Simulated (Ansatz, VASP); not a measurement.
Be3B2Se: VASP beside Ansatz

```
Be B Se
1.0
     3.80565    0.00000    0.00000
    -1.90283    3.29579    0.00000
     0.00000    0.00000    4.80287
Be B Se
3 2 1
Direct
  0.33333 0.66667 0.50000
  0.66667 0.33333 0.50000
  0.00000 0.00000 0.00000
  0.33333 0.66667 0.00000
  0.66667 0.33333 0.00000
  0.00000 0.00000 0.50000
```

Alike in both runs: functional PBE; k mesh 12 × 12 × 8; occupations gaussian, width 0.1 eV; no spin polarisation.

Ansatz relaxed the structure, and its values are those at the end. VASP's run is a single point on that final structure, the one shown.

|  | VASP | Ansatz |
| --- | --- | --- |
| version | VASP 6.6.1 | Ansatz 0.2.0 |
| potentials or method | VASP PAW PBE potentials, release 64 (Be, B, Se), cutoff 520 eV | scalar-relativistic, plane waves, PAW |
| valence electrons in the cell | 18 | 28 |

|  | VASP | Ansatz | Ansatz less VASP |
| --- | --- | --- | --- |
| gap on the k mesh at the Fermi level (eV) | none | none | - |
| pressure (GPa) | 0.2 | 0.0 | -0.19 |

A gap of «none» marks a metal or a gap that the smearing closes. VASP's potentials hold 18 valence electrons a cell and Ansatz's 28, so a difference there can come from the potentials and not from the codes.
